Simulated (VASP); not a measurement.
# GaSb (I-4m2) in VASP: further runs

The runs below take GaSb through single point, with PBE.

Program: VASP 6.6.1. These are calculated values, not measurements. Logs are shortened: lines on timing, memory, paths and dates and some standing lists are left out, and cuts for length are marked.

**1. The cell of the first run**

It takes space group I-4m2 (No. 119, tetragonal). The conventional cell has a = 4.152 Å, b = 4.152 Å, c = 6.897 Å, α = 90.00°, β = 90.00°, γ = 90.00°. Within 3.6 Å of Ga (site symmetry -4m2) lie 4 Sb at 2.70 Å. Sb (site symmetry -4m2) has 4 Ga at 2.70 Å within 3.6 Å.

**2. Single point, PBE**

Input file INCAR:

```
PREC = Accurate
ENCUT = 500
EDIFF = 1E-6
ISMEAR = 0
SIGMA = 0.15
LREAL = False
LASPH = True
NELM = 120
ALGO = Normal
ISIF = 2
LWAVE = False
LCHARG = True
GGA = PE
LELF = True
LVHAR = True
NBANDS = 16
GGA_COMPAT = False
```

Input file KPOINTS:

```
Automatic mesh
0
Gamma
  12 12 12
```

Input file POSCAR:

```
GaSb
1.0
    0.0000000000      3.4486818976      2.9360399939
    2.9360399939      0.0000000000      2.9360399939
    2.9360399939      3.4486818976      0.0000000000
Ga Sb
1 1
Direct
    0.0000000000      0.0000000000      0.0000000000
    0.7500000000      0.7500000000      0.7500000000
```

Potentials or basis: VASP PAW PBE potentials, release 64 (Ga_d, Sb).

The run is started by

```
cat potpaw_PBE.64/Ga_d/POTCAR potpaw_PBE.64/Sb/POTCAR > POTCAR
mpirun -np 1 vasp_std > vasp.out
```

OUTCAR:

```text
PREC = Accurate
   ENCUT = 500
   EDIFF = 1E-6
   ISMEAR = 0
   LREAL = False
   LASPH = True
   NELM = 120
   ISIF = 2
   GGA = PE

 ion  position               nearest neighbor table
   1  0.000  0.000  0.000-   2 2.70   2 2.70   2 2.70   2 2.70
   2  0.750  0.750  0.750-   1 2.70   1 2.70   1 2.70   1 2.70

  LATTYP: Found a body centered tetragonal cell.
 ALAT       =     4.1521875790
 C/A-ratio  =     1.6611397399

  Lattice vectors:

 A1 = (   0.0000000000,  -3.4486818976,   2.9360399939)
 A2 = (   0.0000000000,  -3.4486818976,  -2.9360399939)
 A3 = (   2.9360399939,   3.4486818976,   0.0000000000)

Analysis of symmetry for initial positions (statically):
=====================================================================
 Subroutine PRICEL returns:
 Original cell was already a primitive cell.

 Routine SETGRP: Setting up the symmetry group for a
 body centered tetragonal supercell.

 Subroutine GETGRP returns: Found  8 space group operations
 (whereof  8 operations were pure point group operations)
 out of a pool of 16 trial point group operations.

The static configuration has the point symmetry D_2d.

Analysis of symmetry for dynamics (positions and initial velocities):
=====================================================================
 Subroutine PRICEL returns:
 Original cell was already a primitive cell.

 Routine SETGRP: Setting up the symmetry group for a
 body centered tetragonal supercell.

 Subroutine GETGRP returns: Found  8 space group operations
 (whereof  8 operations were pure point group operations)
 out of a pool of 16 trial point group operations.

The dynamic configuration has the point symmetry D_2d.

 Subroutine INISYM returns: Found  8 space group operations
 (whereof  8 operations are pure point group operations),
 and found     1 'primitive' translations

----------------------------------------------------------------------------------------

                                     Primitive cell

  volume of cell :      59.4576

  direct lattice vectors                    reciprocal lattice vectors
     0.000000000  3.448681898  2.936039994    -0.170297408  0.144982928  0.170297408
     2.936039994  0.000000000  2.936039994     0.170297408 -0.144982928  0.170297408
     2.936039994  3.448681898  0.000000000     0.170297408  0.144982928 -0.170297408

  length of vectors
     4.529209388  4.152187579  4.529209388     0.281109345  0.281109345  0.281109345

  position of ions in fractional coordinates (direct lattice)
     0.000000000  0.000000000  0.000000000
     0.750000000  0.750000000  0.750000000

  ion indices of the primitive-cell ions
   primitive index   ion index
                 1           1
                 2           2

----------------------------------------------------------------------------------------

 KPOINTS: Automatic mesh

Automatic generation of k-mesh.
 Grid dimensions read from file:
 generate k-points for:   12   12   12

 Generating k-lattice:

  Cartesian coordinates                     Fractional coordinates (reciprocal lattice)
    -0.014191451  0.012081911  0.014191451     0.083333333  0.000000000  0.000000000
     0.014191451 -0.012081911  0.014191451     0.000000000  0.083333333  0.000000000
     0.014191451  0.012081911 -0.014191451     0.000000000  0.000000000  0.083333333

  Length of vectors
     0.023425779  0.023425779  0.023425779

  Shift w.r.t. Gamma in fractional coordinates (k-lattice)
     0.000000000  0.000000000  0.000000000

 Subroutine IBZKPT returns following result:
 ===========================================

 Found    163 irreducible k-points:

 Following reciprocal coordinates:
            Coordinates               Weight
  0.000000  0.000000  0.000000      1.000000
  0.083333  0.000000 -0.000000      8.000000
  0.166667  0.000000 -0.000000      8.000000
  0.250000  0.000000  0.000000      8.000000
  0.333333  0.000000  0.000000      8.000000
  0.416667  0.000000 -0.000000      8.000000
[... 16 lines left out ...]
  0.500000  0.166667 -0.000000     16.000000
 -0.416667  0.166667  0.000000     16.000000
 [... further k-points ...]
   k-points           NKPTS =    163   k-points in BZ     NKDIM =    163   number of bands    NBANDS=     16
   number of dos      NEDOS =    301   number of ions     NIONS =      2
   total plane-waves  NPLWV =  38880
   dimension x,y,z NGX =    36 NGY =   30 NGZ =   36
   dimension x,y,z NGXF=    72 NGYF=   60 NGZF=   72
   ions per type =               1   1
   NGX,Y,Z   is equivalent  to a cutoff of  13.21, 12.01, 13.21 a.u.
   NGXF,Y,Z  is equivalent  to a cutoff of  26.43, 24.02, 26.43 a.u.
 SYSTEM =  unknown system
   PREC   = accura    normal or accurate (medium, high low for compatibility)
   ISTART =      0    job   : 0-new  1-cont  2-samecut
   ICHARG =      2    charge: 1-file 2-atom 10-const
   ISPIN  =      1    spin polarized calculation?
   LNONCOLLINEAR =      F non collinear calculations
   LSORBIT =      F    spin-orbit coupling
   LASPH  =      T    aspherical Exc in radial PAW
   ENCUT  =  500.0 eV  36.75 Ry    6.06 a.u.   8.26  7.57  8.26*2*pi/ulx,y,z
   NELM   =    120;   NELMIN=  2; NELMDL= -5     # of ELM steps
   EDIFF  = 0.1E-05   stopping-criterion for ELM
   LREAL  =      F    real-space projection
   EDIFFG = 0.1E-04   stopping-criterion for IOM
   NSW    =      0    number of steps for IOM
   IBRION =     -1    ionic relax: 0-MD 1-quasi-New 2-CG
   NFREE  =      0    steps in history (QN), initial steepest desc. (CG)
   ISIF   =      2    stress and relaxation
   ISYM   =      2    0-nonsym 1-usesym 2-fastsym
   POTIM  = 0.5000    time-step for ionic-motion
   TEBEG  =    0.0;   TEEND  =   0.0 temperature during run
   PSTRESS=    0.0 pullay stress
   NELECT =      18.0000    total number of electrons
   NUPDOWN=      -1.0000    fix difference up-down
   EMIN   =  10.00;   EMAX   =-10.00  energy-range for DOS
   EFERMI =   0.00;   METHOD = LEGACY
   ISMEAR =     0;   SIGMA  =   0.15  broadening in eV -4-tet -1-fermi 0-gaus
   EFERMI_NEDOS =   21; number of points for ismear=-14 and -15
   IALGO  =     38    algorithm
   IMIX   =      4    mixing-type and parameters
     AMIX     =   0.40;   BMIX     =  1.00
     AMIX_MAG =   1.60;   BMIX_MAG =  1.00
  volume/ion in A,a.u.               =      29.73       200.62
  Fermi-wavevector in a.u.,A,eV,Ry     =   1.099250  2.077282 16.440620  1.208352
  Thomas-Fermi vector in A             =   2.235642
   LORBIT       =      0    0 simple, 1 ext, 2 COOP (PROOUT), +10 PAW based schemes
   GGA     = PE    functional components
   LHFCALC =     F    Hartree Fock is set to
   AEXX    =    0.0000 exact exchange contribution
   IVDW    =     0    specifies the selected vdW correction
   LEPSILON=     F    determine dielectric tensor
   LRPA    =     F    only Hartree local field effects (RPA)
 non-spin polarized calculation
 Gauss-broadening in eV      SIGMA  =   0.15
  energy-cutoff  :      500.00
  volume of cell :       59.46
 maximum number of plane-waves:      1537
 NGX is ok and might be reduce to    36

 number of electron      18.0000001 magnetization

 Free energy of the ion-electron system (eV)
  ---------------------------------------------------
  ext. energy  EPLUGINS =         0.00000000
  ---------------------------------------------------
  free energy    TOTEN  =        -7.21783681 eV

  energy without entropy =       -7.21601685  energy(sigma->0) =       -7.21692683

 E-fermi :   4.7158     XC(G=0):  -8.9546

 val. band max:        4.6871715573   @ k =  -0.1667   0.0000   0.0833
 cond. band min:       4.7494243501   @ k =   0.3333   0.0000   0.0000
 fundamental gap:      0.0622527928
 Fermi energy:         4.7158359285

 k-point     1 :       0.0000    0.0000    0.0000
  band No.  band energies     occupation
      1     -10.4829      2.00000
      2     -10.4610      2.00000
      3     -10.4610      2.00000
      4     -10.4362      2.00000
      5     -10.4211      2.00000
      6      -6.6862      2.00000
[... 8 lines left out ...]
     15      11.5141      0.00000
     16      12.3340      0.00000

 k-point     2 :       0.0833    0.0000   -0.0000
  band No.  band energies     occupation
      1     -10.4824      2.00000
      2     -10.4623      2.00000
      3     -10.4604      2.00000
      4     -10.4364      2.00000
      5     -10.4208      2.00000
      6      -6.6176      2.00000
[... 8 lines left out ...]
     15      11.3088      0.00000
     16      12.8878      0.00000

 k-point     3 :       0.1667    0.0000   -0.0000
  band No.  band energies     occupation
      1     -10.4817      2.00000
      2     -10.4652      2.00000
      3     -10.4588      2.00000
      4     -10.4371      2.00000
      5     -10.4199      2.00000
      6      -6.4162      2.00000
[... 8 lines left out ...]
     15      11.7333      0.00000
     16      12.9275      0.00000

 k-point     4 :       0.2500    0.0000    0.0000
  band No.  band energies     occupation
      1     -10.4827      2.00000
      2     -10.4675      2.00000
      3     -10.4568      2.00000
      4     -10.4378      2.00000
      5     -10.4186      2.00000
      6      -6.0977      2.00000
[... 8 lines left out ...]
     15      12.4120      0.00000
     16      12.5490      0.00000

 k-point     5 :       0.3333    0.0000    0.0000
  band No.  band energies     occupation
      1     -10.4860      2.00000
      2     -10.4675      2.00000
      3     -10.4550      2.00000
      4     -10.4382      2.00000
      5     -10.4171      2.00000
      6      -5.7012      2.00000
[... 8 lines left out ...]
     15      12.6529      0.00000
     16      13.2219      0.00000

 k-point     6 :       0.4167    0.0000   -0.0000
  band No.  band energies     occupation
      1     -10.4893      2.00000
      2     -10.4667      2.00000
      3     -10.4540      2.00000
      4     -10.4383      2.00000
      5     -10.4159      2.00000
      6      -5.3216      2.00000
[... 8 lines left out ...]
     15      13.2352      0.00000
     16      14.4097      0.00000

 k-point     7 :       0.5000    0.0000    0.0000
  band No.  band energies     occupation
      1     -10.4906      2.00000
      2     -10.4664      2.00000
      3     -10.4536      2.00000
      4     -10.4383      2.00000
      5     -10.4154      2.00000
      6      -5.1486      2.00000
[... 8 lines left out ...]
     15      13.5719      0.00000
     16      13.8533      0.00000

 k-point     8 :       0.0833    0.0833    0.0000
  band No.  band energies     occupation
      1     -10.4809      2.00000
      2     -10.4642      2.00000
      3     -10.4603      2.00000
      4     -10.4368      2.00000
      5     -10.4206      2.00000
      6      -6.5867      2.00000
[... 8 lines left out ...]
     15      11.7204      0.00000
     16      12.6683      0.00000

 k-point     9 :       0.1667    0.0833    0.0000
  band No.  band energies     occupation
      1     -10.4789      2.00000
      2     -10.4678      2.00000
      3     -10.4592      2.00000
      4     -10.4376      2.00000
      5     -10.4199      2.00000
      6      -6.4216      2.00000
[... 8 lines left out ...]
     15      11.8954      0.00000
     16      12.2422      0.00000
[... 172 lines left out ...]
 k-point    19 :       0.1667    0.1667    0.0000
  band No.  band energies     occupation
      1     -10.4753      2.00000
      2     -10.4725      2.00000
      3     -10.4583      2.00000
      4     -10.4387      2.00000
      5     -10.4193      2.00000
      6      -6.2931      2.00000
[... 8 lines left out ...]
     15      12.2158      0.00000
     16      12.4282      0.00000

 k-point    20 :       0.2500    0.1667    0.0000
  band No.  band energies     occupation
      1     -10.4788      2.00000
      2     -10.4708      2.00000
      3     -10.4569      2.00000
      4     -10.4399      2.00000
      5     -10.4183      2.00000
      6      -6.0399      2.00000
[... 8 lines left out ...]
     15      12.7381      0.00000
     16      13.0981      0.00000

 k-point    21 :       0.3333    0.1667   -0.0000
  band No.  band energies     occupation
      1     -10.4848      2.00000
      2     -10.4670      2.00000
      3     -10.4554      2.00000
      4     -10.4408      2.00000
      5     -10.4171      2.00000
      6      -5.6860      2.00000
[... 8 lines left out ...]
     15      13.2510      0.00000
     16      13.9238      0.00000

 k-point    22 :       0.4167    0.1667   -0.0000
  band No.  band energies     occupation
      1     -10.4895      2.00000
      2     -10.4642      2.00000
      3     -10.4543      2.00000
      4     -10.4411      2.00000
      5     -10.4160      2.00000
      6      -5.2892      2.00000
[... 8 lines left out ...]
     15      13.3679      0.00000
     16      14.7117      0.00000

 k-point    23 :       0.5000    0.1667   -0.0000
  band No.  band energies     occupation
      1     -10.4921      2.00000
      2     -10.4627      2.00000
      3     -10.4539      2.00000
      4     -10.4407      2.00000
      5     -10.4155      2.00000
      6      -4.9821      2.00000
[... 8 lines left out ...]
     15      13.8283      0.00000
     16      14.2890      0.00000

 k-point    24 :      -0.4167    0.1667    0.0000
  band No.  band energies     occupation
      1     -10.4923      2.00000
      2     -10.4622      2.00000
      3     -10.4539      2.00000
      4     -10.4401      2.00000
      5     -10.4157      2.00000
      6      -4.9644      2.00000
[... 8 lines left out ...]
     15      13.7401      0.00000
     16      14.2639      0.00000

 [... further k-points ...]

------------------------ aborting loop because EDIFF is reached ----------------------------------------

  FORCE on cell =-STRESS in cart. coord.  units (eV):
  Direction    XX          YY          ZZ          XY          YZ          ZX
  --------------------------------------------------------------------------------------
  -------------------------------------------------------------------------------------
  Total        1.1572101     -1.8223537      1.1572101      0.0000000      0.0000000      0.0000000
  in kB       31.1828448    -49.1061839     31.1828448      0.0000000      0.0000000      0.0000000
  external PRESSURE =       4.4198352 kB  Pullay stress =       0.0000000 kB

 VOLUME and BASIS-vectors are now :
 -----------------------------------------------------------------------------
  energy-cutoff  :      500.00
  volume of cell :       59.46
      direct lattice vectors                 reciprocal lattice vectors
     0.000000000  3.448681898  2.936039994    -0.170297408  0.144982928  0.170297408
     2.936039994  0.000000000  2.936039994     0.170297408 -0.144982928  0.170297408
     2.936039994  3.448681898  0.000000000     0.170297408  0.144982928 -0.170297408

 POSITION                                       TOTAL-FORCE (eV/Angst)
 -----------------------------------------------------------------------------------
      0.00000      0.00000      0.00000        -0.000000      0.000000      0.000000
      4.40406      5.17302      4.40406         0.000000      0.000000      0.000000
 -----------------------------------------------------------------------------------
    total drift:                               -0.000002      0.000006     -0.000002

  FREE ENERGIE OF THE ION-ELECTRON SYSTEM (eV)
  ---------------------------------------------------
  free  energy   TOTEN  =        -7.2178368082 eV

  energy  without entropy=       -7.2160168486  energy(sigma->0) =       -7.21692683
```

It took 1.9 min on 1 thread of Intel Xeon 6975P-C, shared host; peak memory 0.3 GiB.

Results:

```yaml
Free_energy: -7.2178 eV
Pressure: 0.4 GPa
Band_gap_on_the_k_mesh: zero (band 9 reaches 4.85 eV, above the bottom of band 10 at 4.50 eV)
```

Levels at points of the mesh, in eV from the Fermi level:
```tsv
k point	band 6	band 7	band 8	band 9	band 10	band 11	band 12	band 13
(0.00, 0.00, 0.00)	-11.40	-0.97	-0.68	0.14	0.14	2.54	2.54	3.01
(0.50, 0.00, 0.00)	-9.86	-6.37	-1.92	-0.63	-0.21	3.54	3.96	6.45
(0.50, 0.50, 0.00)	-8.92	-6.58	-2.96	-2.81	0.35	0.81	7.25	7.32
(0.50, 0.00, 0.50)	-9.48	-7.27	-1.97	-1.97	1.55	1.81	7.98	7.98
```

Caveat: the cell differs from its parent crystal (strain +e along x and -e along y +0.0000, strain +e along z and -e/2 along x and y +0.1100); spin-orbit coupling is left out, which moves the levels of the heavy elements.

**3. Single point, PBE**

This run uses another cell than the first one, of the same volume but with other edges.

Input file INCAR:

```
PREC = Accurate ; ENCUT = 500
EDIFF = 1E-6 ; ISMEAR = 0
SIGMA = 0.15 ; LREAL = F
LASPH = T ; NELM = 120
ALGO = Normal ; ISIF = 2
LWAVE = F ; LCHARG = F
GGA = PE ; NBANDS = 16
GGA_COMPAT = F
```

KPOINTS is that of step 2.

Input file POSCAR:

```
GaSb
1.0
    0.0000000000      2.7651593594      3.2778012631
    3.2778012631      0.0000000000      3.2778012631
    3.2778012631      2.7651593594      0.0000000000
Ga Sb
1 1
Direct
    0.0000000000      0.0000000000      0.0000000000
    0.7500000000      0.7500000000      0.7500000000
```

Potentials or basis: VASP PAW PBE potentials, release 64 (Ga_d, Sb).

The run is started by

```
cat potpaw_PBE.64/Ga_d/POTCAR potpaw_PBE.64/Sb/POTCAR > POTCAR
mpirun -np 1 vasp_std > vasp.out
```

It took 96 s on 1 thread of Intel Xeon 6975P-C, shared host; peak memory 0.3 GiB.

It converged, with:

- Free energy: -7.2555 eV
- Pressure: 0.2 GPa
- Band gap on the k mesh: zero (band 9 reaches 4.66 eV, above the bottom of band 10 at 4.57 eV)

Stress tensor (GPa, compression positive):
```
-1.37  0.00  0.00
 0.00  3.35  0.00
 0.00  0.00 -1.37
```

Levels at points of the mesh, in eV from the Fermi level:
```tsv
k point	band 5	band 6	band 7	band 8	band 9	band 10	band 11	band 12	band 13	band 14
(0.00, 0.00, 0.00)	-15.02	-11.28	-0.50	-0.37	-0.37	0.37	2.52	3.00	3.00	5.73
(0.50, 0.00, 0.00)	-15.02	-9.74	-6.25	-1.71	-0.70	-0.04	3.23	4.33	6.69	8.28
(0.50, 0.50, 0.00)	-15.02	-9.17	-6.94	-2.19	-2.06	1.29	1.58	7.31	7.42	8.57
(0.50, 0.00, 0.50)	-15.01	-8.66	-6.22	-3.11	-3.11	0.09	0.68	8.36	8.36	9.72
```

Caveat: the cell differs from its parent crystal (strain +e along x and -e along y +0.0000, strain +e along z and -e/2 along x and y -0.1100); spin-orbit coupling is left out, which moves the levels of the heavy elements.
